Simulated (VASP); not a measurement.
# KCl (F-43m) in VASP: notebook

The runs below take KCl through single point, with PBE, r2SCAN.

All numbers are computed with VASP 6.6.1; they aren't measurements. Logs are shortened: lines on timing, memory, paths and dates and some standing lists are left out, and cuts for length are marked.

**1. The cell of the first run**

The structure is cubic, space group F-43m (No. 216). Conventional cell: a = 7.015 Å, b = 7.015 Å, c = 7.015 Å, α = 90.00°, β = 90.00°, γ = 90.00°. Within 4.0 Å of K (site symmetry -43m) lie 4 Cl at 3.04 Å. Within 4.0 Å of Cl (site symmetry -43m) lie 4 K at 3.04 Å.

**2. Single point, PBE**

INCAR reads:

```
SYSTEM = KCl
PREC = Accurate ; ENCUT = 500
EDIFF = 1E-6 ; ISMEAR = 0
SIGMA = 0.01 ; LREAL = .FALSE.
LASPH = .TRUE. ; NELM = 120
ALGO = Normal ; ISIF = 2
LWAVE = .FALSE. ; LCHARG = .TRUE.
GGA = PE ; LELF = .TRUE.
LVHAR = .TRUE. ; NBANDS = 15
GGA_COMPAT = .FALSE.
```

KPOINTS reads:

```
regular mesh
0
G
  6 6 6
  0 0 0
```

POSCAR reads:

```
KCl
1.0
    0.0000000000      3.5072828324      3.5072828324
    3.5072828324      0.0000000000      3.5072828324
    3.5072828324      3.5072828324      0.0000000000
K Cl
1 1
Direct
    0.0000000000      0.0000000000      0.0000000000
    0.2500000000      0.2500000000      0.2500000000
```

Potentials or basis: VASP PAW PBE potentials, release 64 (K_sv, Cl).

Launch:

```sh
$ cat potpaw_PBE.64/K_sv/POTCAR potpaw_PBE.64/Cl/POTCAR > POTCAR
$ mpirun -np 1 vasp_std > vasp.out
```

OUTCAR:

```text
SYSTEM = KCl
   PREC = Accurate
   ENCUT = 500
   EDIFF = 1E-6
   ISMEAR = 0
   LREAL = .FALSE.
   LASPH = .TRUE.
   NELM = 120
   ISIF = 2
   GGA = PE

 ion  position               nearest neighbor table
   1  0.000  0.000  0.000-   2 3.04   2 3.04   2 3.04   2 3.04
   2  0.250  0.250  0.250-   1 3.04   1 3.04   1 3.04   1 3.04

  LATTYP: Found a face centered cubic cell.
 ALAT       =     7.0145656648

  Lattice vectors:

 A1 = (   0.0000000000,   3.5072828324,   3.5072828324)
 A2 = (   3.5072828324,   0.0000000000,   3.5072828324)
 A3 = (   3.5072828324,   3.5072828324,   0.0000000000)

Analysis of symmetry for initial positions (statically):
=====================================================================
 Subroutine PRICEL returns:
 Original cell was already a primitive cell.

 Routine SETGRP: Setting up the symmetry group for a
 face centered cubic supercell.

 Subroutine GETGRP returns: Found 24 space group operations
 (whereof 24 operations were pure point group operations)
 out of a pool of 48 trial point group operations.

The static configuration has the point symmetry T_d .

Analysis of symmetry for dynamics (positions and initial velocities):
=====================================================================
 Subroutine PRICEL returns:
 Original cell was already a primitive cell.

 Routine SETGRP: Setting up the symmetry group for a
 face centered cubic supercell.

 Subroutine GETGRP returns: Found 24 space group operations
 (whereof 24 operations were pure point group operations)
 out of a pool of 48 trial point group operations.

The dynamic configuration has the point symmetry T_d .

 Subroutine INISYM returns: Found 24 space group operations
 (whereof 24 operations are pure point group operations),
 and found     1 'primitive' translations

----------------------------------------------------------------------------------------

                                     Primitive cell

  volume of cell :      86.2864

  direct lattice vectors                    reciprocal lattice vectors
     0.000000000  3.507282832  3.507282832    -0.142560502  0.142560502  0.142560502
     3.507282832  0.000000000  3.507282832     0.142560502 -0.142560502  0.142560502
     3.507282832  3.507282832  0.000000000     0.142560502  0.142560502 -0.142560502

  length of vectors
     4.960046949  4.960046949  4.960046949     0.246922032  0.246922032  0.246922032

  position of ions in fractional coordinates (direct lattice)
     0.000000000  0.000000000  0.000000000
     0.250000000  0.250000000  0.250000000

  ion indices of the primitive-cell ions
   primitive index   ion index
                 1           1
                 2           2

----------------------------------------------------------------------------------------

 KPOINTS: regular mesh

Automatic generation of k-mesh.
 Grid dimensions read from file:
 generate k-points for:    6    6    6

 Generating k-lattice:

  Cartesian coordinates                     Fractional coordinates (reciprocal lattice)
    -0.023760084  0.023760084  0.023760084     0.166666667  0.000000000  0.000000000
     0.023760084 -0.023760084  0.023760084     0.000000000  0.166666667  0.000000000
     0.023760084  0.023760084 -0.023760084     0.000000000  0.000000000  0.166666667

  Length of vectors
     0.041153672  0.041153672  0.041153672

  Shift w.r.t. Gamma in fractional coordinates (k-lattice)
     0.000000000  0.000000000  0.000000000

 Subroutine IBZKPT returns following result:
 ===========================================

 Found     16 irreducible k-points:

 Following reciprocal coordinates:
            Coordinates               Weight
  0.000000  0.000000  0.000000      1.000000
  0.166667  0.000000  0.000000      8.000000
  0.333333  0.000000  0.000000      8.000000
  0.500000  0.000000  0.000000      4.000000
  0.166667  0.166667  0.000000      6.000000
  0.333333  0.166667  0.000000     24.000000
[... 8 lines left out ...]
 -0.333333  0.333333  0.166667     24.000000
 -0.333333  0.500000  0.166667     12.000000
   k-points           NKPTS =     16   k-points in BZ     NKDIM =     16   number of bands    NBANDS=     15
   number of dos      NEDOS =    301   number of ions     NIONS =      2
   total plane-waves  NPLWV =  46656
   dimension x,y,z NGX =    36 NGY =   36 NGZ =   36
   dimension x,y,z NGXF=    72 NGYF=   72 NGZF=   72
   ions per type =               1   1
   NGX,Y,Z   is equivalent  to a cutoff of  12.07, 12.07, 12.07 a.u.
   NGXF,Y,Z  is equivalent  to a cutoff of  24.13, 24.13, 24.13 a.u.
 SYSTEM =  KCl
   PREC   = accura    normal or accurate (medium, high low for compatibility)
   ISTART =      0    job   : 0-new  1-cont  2-samecut
   ICHARG =      2    charge: 1-file 2-atom 10-const
   ISPIN  =      1    spin polarized calculation?
   LNONCOLLINEAR =      F non collinear calculations
   LSORBIT =      F    spin-orbit coupling
   LASPH  =      T    aspherical Exc in radial PAW
   ENCUT  =  500.0 eV  36.75 Ry    6.06 a.u.   9.04  9.04  9.04*2*pi/ulx,y,z
   NELM   =    120;   NELMIN=  2; NELMDL= -5     # of ELM steps
   EDIFF  = 0.1E-05   stopping-criterion for ELM
   LREAL  =      F    real-space projection
   EDIFFG = 0.1E-04   stopping-criterion for IOM
   NSW    =      0    number of steps for IOM
   IBRION =     -1    ionic relax: 0-MD 1-quasi-New 2-CG
   NFREE  =      0    steps in history (QN), initial steepest desc. (CG)
   ISIF   =      2    stress and relaxation
   ISYM   =      2    0-nonsym 1-usesym 2-fastsym
   POTIM  = 0.5000    time-step for ionic-motion
   TEBEG  =    0.0;   TEEND  =   0.0 temperature during run
   PSTRESS=    0.0 pullay stress
   NELECT =      16.0000    total number of electrons
   NUPDOWN=      -1.0000    fix difference up-down
   EMIN   =  10.00;   EMAX   =-10.00  energy-range for DOS
   EFERMI =   0.00;   METHOD = LEGACY
   ISMEAR =     0;   SIGMA  =   0.01  broadening in eV -4-tet -1-fermi 0-gaus
   EFERMI_NEDOS =   21; number of points for ismear=-14 and -15
   IALGO  =     38    algorithm
   IMIX   =      4    mixing-type and parameters
     AMIX     =   0.40;   BMIX     =  1.00
     AMIX_MAG =   1.60;   BMIX_MAG =  1.00
  volume/ion in A,a.u.               =      43.14       291.14
  Fermi-wavevector in a.u.,A,eV,Ry     =   0.933542  1.764139 11.857496  0.871501
  Thomas-Fermi vector in A             =   2.060255
   LORBIT       =      0    0 simple, 1 ext, 2 COOP (PROOUT), +10 PAW based schemes
   GGA     = PE    functional components
   LHFCALC =     F    Hartree Fock is set to
   AEXX    =    0.0000 exact exchange contribution
   IVDW    =     0    specifies the selected vdW correction
   LEPSILON=     F    determine dielectric tensor
   LRPA    =     F    only Hartree local field effects (RPA)
 non-spin polarized calculation
 Gauss-broadening in eV      SIGMA  =   0.01
  energy-cutoff  :      500.00
  volume of cell :       86.29
 maximum number of plane-waves:      2202
   NGX = 19   NGY = 19   NGZ = 19

 number of electron      15.9999999 magnetization

 Free energy of the ion-electron system (eV)
  ---------------------------------------------------
  ext. energy  EPLUGINS =         0.00000000
  ---------------------------------------------------
  free energy    TOTEN  =        -6.61842938 eV

  energy without entropy =       -6.61842938  energy(sigma->0) =       -6.61842938

 E-fermi :  -3.1369     XC(G=0):  -6.1182

 val. band max:       -3.2096474014   @ k =   0.5000   0.5000   0.0000
 cond. band min:       1.5647159088   @ k =   0.0000   0.0000   0.0000
 fundamental gap:      4.7743633102
 Fermi energy:        -3.1368756363

 k-point     1 :       0.0000    0.0000    0.0000
  band No.  band energies     occupation
      1     -30.4540      2.00000
      2     -14.9551      2.00000
      3     -13.9500      2.00000
      4     -13.9500      2.00000
      5     -13.9500      2.00000
      6      -3.2480      2.00000
      7      -3.2480      2.00000
      8      -3.2480      2.00000
      9       1.5647      0.00000
     10       6.1579      0.00000
     11       6.1579      0.00000
     12       7.1534      0.00000
     13       7.1534      0.00000
     14       7.1534      0.00000
     15       8.2251      0.00000

 k-point     2 :       0.1667    0.0000    0.0000
  band No.  band energies     occupation
      1     -30.4533      2.00000
      2     -15.0083      2.00000
      3     -13.9526      2.00000
      4     -13.9526      2.00000
      5     -13.8919      2.00000
      6      -3.3429      2.00000
      7      -3.2404      2.00000
      8      -3.2404      2.00000
      9       1.9949      0.00000
     10       5.8922      0.00000
     11       5.8922      0.00000
     12       6.8099      0.00000
     13       7.4051      0.00000
     14       7.5451      0.00000
     15       7.5451      0.00000

 k-point     3 :       0.3333    0.0000    0.0000
  band No.  band energies     occupation
      1     -30.4519      2.00000
      2     -15.0996      2.00000
      3     -13.9578      2.00000
      4     -13.9578      2.00000
      5     -13.7913      2.00000
      6      -3.4923      2.00000
      7      -3.2258      2.00000
      8      -3.2258      2.00000
      9       2.9900      0.00000
     10       5.4544      0.00000
     11       5.7293      0.00000
     12       5.7293      0.00000
     13       7.3067      0.00000
     14       7.4129      0.00000
     15       7.4129      0.00000

 k-point     4 :       0.5000    0.0000    0.0000
  band No.  band energies     occupation
      1     -30.4511      2.00000
      2     -15.1399      2.00000
      3     -13.9603      2.00000
      4     -13.9603      2.00000
      5     -13.7467      2.00000
      6      -3.5510      2.00000
      7      -3.2190      2.00000
      8      -3.2190      2.00000
      9       4.0687      0.00000
     10       4.2016      0.00000
     11       5.7424      0.00000
     12       5.7424      0.00000
     13       7.1972      0.00000
     14       7.1972      0.00000
     15       7.8276      0.00000
[... 163 lines left out ...]
 k-point    14 :       0.5000    0.3333    0.1667
  band No.  band energies     occupation
      1     -30.4509      2.00000
      2     -15.1500      2.00000
      3     -13.9787      2.00000
      4     -13.9663      2.00000
      5     -13.7120      2.00000
      6      -3.4962      2.00000
      7      -3.2920      2.00000
      8      -3.2174      2.00000
      9       3.5127      0.00000
     10       4.6070      0.00000
     11       5.8157      0.00000
     12       6.2408      0.00000
     13       7.4152      0.00000
     14       7.5616      0.00000
     15       7.9332      0.00000

 k-point    15 :      -0.3333    0.3333    0.1667
  band No.  band energies     occupation
      1     -30.4504      2.00000
      2     -15.1735      2.00000
      3     -13.9855      2.00000
      4     -13.9699      2.00000
      5     -13.6787      2.00000
      6      -3.4606      2.00000
      7      -3.3574      2.00000
      8      -3.2139      2.00000
      9       3.7650      0.00000
     10       4.5167      0.00000
     11       5.8312      0.00000
     12       6.2215      0.00000
     13       7.3165      0.00000
     14       7.5833      0.00000
     15       7.9620      0.00000

 k-point    16 :      -0.3333    0.5000    0.1667
  band No.  band energies     occupation
      1     -30.4502      2.00000
      2     -15.1853      2.00000
      3     -13.9837      2.00000
      4     -13.9757      2.00000
      5     -13.6630      2.00000
      6      -3.5179      2.00000
      7      -3.3092      2.00000
      8      -3.2133      2.00000
      9       3.6181      0.00000
     10       4.4735      0.00000
     11       6.5752      0.00000
     12       6.7216      0.00000
     13       6.8643      0.00000
     14       7.2466      0.00000
     15       7.8554      0.00000

------------------------ aborting loop because EDIFF is reached ----------------------------------------

  FORCE on cell =-STRESS in cart. coord.  units (eV):
  Direction    XX          YY          ZZ          XY          YZ          ZX
  --------------------------------------------------------------------------------------
  -------------------------------------------------------------------------------------
  Total        0.1534117      0.1534117      0.1534117      0.0000000      0.0000000      0.0000000
  in kB        2.8485681      2.8485681      2.8485681      0.0000000      0.0000000      0.0000000
  external PRESSURE =       2.8485681 kB  Pullay stress =       0.0000000 kB

 VOLUME and BASIS-vectors are now :
 -----------------------------------------------------------------------------
  energy-cutoff  :      500.00
  volume of cell :       86.29
      direct lattice vectors                 reciprocal lattice vectors
     0.000000000  3.507282832  3.507282832    -0.142560502  0.142560502  0.142560502
     3.507282832  0.000000000  3.507282832     0.142560502 -0.142560502  0.142560502
     3.507282832  3.507282832  0.000000000     0.142560502  0.142560502 -0.142560502

 POSITION                                       TOTAL-FORCE (eV/Angst)
 -----------------------------------------------------------------------------------
      0.00000      0.00000      0.00000        -0.000000      0.000000     -0.000000
      1.75364      1.75364      1.75364         0.000000     -0.000000      0.000000
 -----------------------------------------------------------------------------------
    total drift:                               -0.000000     -0.000000     -0.000000

  FREE ENERGIE OF THE ION-ELECTRON SYSTEM (eV)
  ---------------------------------------------------
  free  energy   TOTEN  =        -6.6184293794 eV

  energy  without entropy=       -6.6184293794  energy(sigma->0) =       -6.61842938
```

Wall time 38 s (1 thread of Intel Xeon 8259CL, shared host); peak memory 0.21 GiB.

Results:

| Property | Result |
| --- | --- |
| Free energy | -6.6184 eV |
| Pressure | 0.3 GPa |
| Band gap on the k mesh | 4.77 eV (least direct gap 4.81 eV) |

A k mesh can miss the band edges.

**3. Single point, PBE**

INCAR reads:

```
PREC = Accurate
ENCUT = 520
EDIFF = 1E-6
ISMEAR = 0
SIGMA = 0.01
LREAL = F
LASPH = T
NELM = 100
ALGO = Normal
ISIF = 2
LWAVE = F
LCHARG = F
GGA = PE
NBANDS = 15
```

KPOINTS reads:

```
Automatic mesh
0
Gamma
  6 6 6
```

POSCAR is that of step 2.

Potentials or basis: VASP PAW PBE potentials, release 64 (K_sv, Cl).

Launch:

```sh
$ cat potpaw_PBE.64/K_sv/POTCAR potpaw_PBE.64/Cl/POTCAR > POTCAR
$ mpirun -np 1 vasp_std > vasp.out
```

Run time: 46 s. Hardware: 1 thread of Intel Xeon 8259CL, shared host; peak memory 0.24 GiB.

It converged, with:

| Quantity | Value |
| --- | --- |
| Free energy | -6.6186 eV |
| Pressure | 0.3 GPa |
| Band gap on the k mesh | 4.77 eV (least direct gap 4.81 eV) |

Levels at points of the mesh, in eV from the valence-band top:
```tsv
k point	band 6	band 7	band 8	band 9	band 10	band 11
(0.00, 0.00, 0.00)	-0.04	-0.04	-0.04	4.77	9.37	9.37
(0.50, 0.00, 0.00)	-0.34	-0.01	-0.01	7.28	7.41	8.95
(0.50, 0.50, 0.00)	-0.40	0.00	0.00	6.68	7.69	9.87
```

**4. Single point, r2SCAN**

POSCAR is that of step 3.

INCAR.step1 reads:

```
SYSTEM = KCl
PREC = Accurate ; ENCUT = 520
ISMEAR = 0 ; SIGMA = 0.01
LREAL = .FALSE. ; LASPH = .TRUE.
NELM = 80 ; NBANDS = 15
GGA = PE ; ALGO = Normal
EDIFF = 1E-4 ; LWAVE = .TRUE.
LCHARG = .FALSE.
```

INCAR.step2 reads:

```
SYSTEM = KCl
PREC = Accurate ; ENCUT = 520
EDIFF = 1E-7 ; ISMEAR = 0
SIGMA = 0.01 ; LREAL = .FALSE.
LASPH = .TRUE. ; NELM = 80
ALGO = Normal ; ISIF = 2
LWAVE = .FALSE. ; LCHARG = .FALSE.
METAGGA = R2SCAN ; LMIXTAU = .TRUE.
NBANDS = 15 ; ISTART = 1
```

KPOINTS reads:

```
regular mesh
0
G
  6 6 6
  0 0 0
```

Launch:

```sh
$ cat potpaw_PBE.64/K_sv/POTCAR potpaw_PBE.64/Cl/POTCAR > POTCAR
$ cp INCAR.step1 INCAR
$ mpirun -np 1 vasp_std > vasp.out
$ cp INCAR.step2 INCAR
$ mpirun -np 1 vasp_std > vasp.out
```

It took 2.1 min on 1 thread of Intel Xeon 8259CL, shared host; peak memory 0.27 GiB.

Results (log left out):

* Free energy: -16.2220 eV
* Pressure: 0.0 GPa
* Band gap on the k mesh: 5.35 eV (least direct gap 5.39 eV)

Levels at points of the mesh, in eV from the valence-band top:
| k point | band 4 | band 5 | band 6 | band 7 | band 8 | band 9 | band 10 | band 11 | band 12 | band 13 |
| --- | --- | --- | --- | --- | --- | --- | --- | --- | --- | --- |
| (0.00, 0.00, 0.00) | -11.07 | -11.07 | -0.04 | -0.04 | -0.04 | 5.35 | 10.14 | 10.14 | 11.15 | 11.15 |
| (0.50, 0.00, 0.00) | -11.08 | -10.89 | -0.33 | -0.01 | -0.01 | 7.79 | 8.10 | 9.67 | 9.67 | 11.24 |
| (0.50, 0.50, 0.00) | -11.10 | -10.81 | -0.39 | 0.00 | 0.00 | 7.17 | 8.29 | 10.89 | 11.10 | 11.10 |

Caveat: the PAW data sets were made with another functional, which shifts forces and pressure a little.

[end of part 1 of 2]
